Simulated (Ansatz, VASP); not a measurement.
**Si2Ni: VASP beside Ansatz**

Contents of INCAR:

```
  ALGO = Normal
  EDIFF = 1E-7
  ENCUT = 520
  GGA = PE
  ISIF = 2
  ISMEAR = 0
  LASPH = T
  LCHARG = F
  LREAL = F
  LWAVE = F
  NBANDS = 16
  NELM = 60
  PREC = Accurate
  SIGMA = 0.1
```

File KPOINTS:

```
k-points
0
Gamma
  14 14 14
```

The input POSCAR:

```
Si2Ni
1.0
    0.0000000000      2.6959207583      2.6959207583
    2.6959207583      0.0000000000      2.6959207583
    2.6959207583      2.6959207583      0.0000000000
Si Ni
2 1
Direct
    0.2500000000      0.2500000000      0.2500000000
    0.7500000000      0.7500000000      0.7500000000
    0.0000000000      0.0000000000      0.0000000000
```

Input for Ansatz:

```yaml
crystal:
  lattice:
    - [0.0, 2.6959207658, 2.6959207658]
    - [2.6959207658, 0.0, 2.6959207658]
    - [2.6959207658, 2.6959207658, 0.0]
  atoms:
    - { symbol: Si, position: [0.25, 0.25, 0.25] }
    - { symbol: Si, position: [0.75, 0.75, 0.75] }
    - { symbol: Ni, position: [0.0, 0.0, 0.0] }
basis:
  ecutwfc: 420
kpoints:
  mp_grid: { grid: [14, 14, 14] }
hamiltonian:
  xc: pbe
scf:
  occupations: { method: gaussian, width: 0.1 }
output:
  forces: true
  stress: true
  eigenvalues: true
```

Alike in both runs: task single point; functional PBE; k mesh 14 × 14 × 14; occupations gaussian, width 0.1 eV; no spin polarisation.

|  | VASP | Ansatz |
| --- | --- | --- |
| version | VASP 6.6.1 | Ansatz 0.2.0 |
| potentials or method | VASP PAW PBE potentials, release 64 (Si, Ni), cutoff 520 eV | scalar-relativistic, plane waves, PAW |
| valence electrons in the cell | 18 | 26 |

```csv
,VASP,Ansatz,Ansatz less VASP
gap on the k mesh at the Fermi level (eV),none,none,-
pressure (GPa),4.7,4.7,+0.06
```

A gap of «none» marks a metal or a gap that the smearing closes. VASP's potentials hold 18 valence electrons a cell and Ansatz's 26, so a difference there can come from the potentials and not from the codes.
